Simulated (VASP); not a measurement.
A run of VASP 6.6.1:

The input INCAR:

```
SYSTEM = Sr
  ALGO = Normal
  EDIFF = 1E-6
  ENCUT = 520
  GGA = PE
  ISIF = 2
  ISMEAR = -1
  LASPH = .True.
  LCHARG = .False.
  LREAL = .False.
  LWAVE = .False.
  NBANDS = 11
  NELM = 80
  PREC = Accurate
  SIGMA = 0.08
```

The input KPOINTS:

```
k-points
0
Gamma
  12 12 12
  0 0 0
```

POSCAR

```
Sr
1.0
    0.0000000000      2.6549261638      2.6549261638
    2.6549261638      0.0000000000      2.6549261638
    2.6549261638      2.6549261638      0.0000000000
Sr
1
Direct
    0.0000000000      0.0000000000      0.0000000000
```

Potentials or basis: VASP PAW PBE potentials, release 64 (Sr_sv).

Launch:

```bash
$ cat potpaw_PBE.64/Sr_sv/POTCAR > POTCAR
$ mpirun -np 1 vasp_std > vasp.out
```

Hardware: 1 thread of Intel(R) Xeon(R) 6975P-C (Granite Rapids), on a shared host.

Estimate the wall time of this run.

Wall time 9.6 s on 1 thread of Intel(R) Xeon(R) 6975P-C (Granite Rapids), on a shared host, peak memory 0.17 GiB. Counts: scf iterations 10, k points 72.
